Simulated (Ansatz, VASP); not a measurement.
One calculation of Sb, two programs

INCAR

```
PREC = Accurate
ENCUT = 520
EDIFF = 1E-6
ISMEAR = -1
SIGMA = 0.05
LREAL = F
LASPH = T
NELM = 60
ALGO = Normal
ISIF = 2
LWAVE = F
LCHARG = F
NBANDS = 12
```

File KPOINTS:

```
Automatic mesh
0
Gamma
  14 14 8
```

The input POSCAR:

```
Sb
1.0
    2.6669246315      0.0000000000      0.0000000000
   -1.3334623157      2.3096244809      0.0000000000
    0.0000000000      0.0000000000      4.1683984088
Sb
2
Direct
    0.3333333333      0.6666666667      0.2500000000
    0.6666666667      0.3333333333      0.7500000000
```

Input for Ansatz:

```yaml
crystal:
  lattice:
    - [2.6669246315, 0.0, 0.0]
    - [-1.3334623157, 2.3096244809, 0.0]
    - [0.0, 0.0, 4.1683984088]
  atoms:
    - { symbol: Sb, position: [0.3333333333, 0.6666666667, 0.25] }
    - { symbol: Sb, position: [0.6666666667, 0.3333333333, 0.75] }
kpoints:
  mp_grid: { grid: [14, 14, 8] }
scf:
  occupations: { method: fermi_dirac, width: 0.05 }
hamiltonian:
  xc: lda
  pseudopotentials: { kind: all_electron, lapw: { basis_error: 0.001 } }
output:
  forces: true
  stress: true
  eigenvalues: true
  populations: true
```

Change from the starting cell: volume scaled by 0.5, LAPW.

Alike in both runs: task single point; functional LDA; k mesh 14 × 14 × 8; occupations fermi-dirac, width 0.05 eV; no spin polarisation.

|  | VASP | Ansatz |
| --- | --- | --- |
| version | VASP 6.6.1 | Ansatz 0.2.0 |
| potentials or method | VASP PAW LDA potentials, release 64 (Sb), cutoff 520 eV | all-electron LAPW, scalar-relativistic |

```csv
,VASP,Ansatz,Ansatz less VASP
pressure (GPa),252.0,240.7,-11.26
"traceless stress, the component that is largest in VASP (GPa)",-0.52,-0.36,+0.160
```

LDA's correlation is that of Perdew and Zunger in VASP and of Perdew and Wang (1992) in Ansatz. Both programs put the cell under a high pressure, so it lies far from rest at this level. Ansatz ran all-electron here, and VASP with PAW potentials.

Spin-orbit coupling is off throughout. Noted on VASP's run: the cell as given lies far from equilibrium.
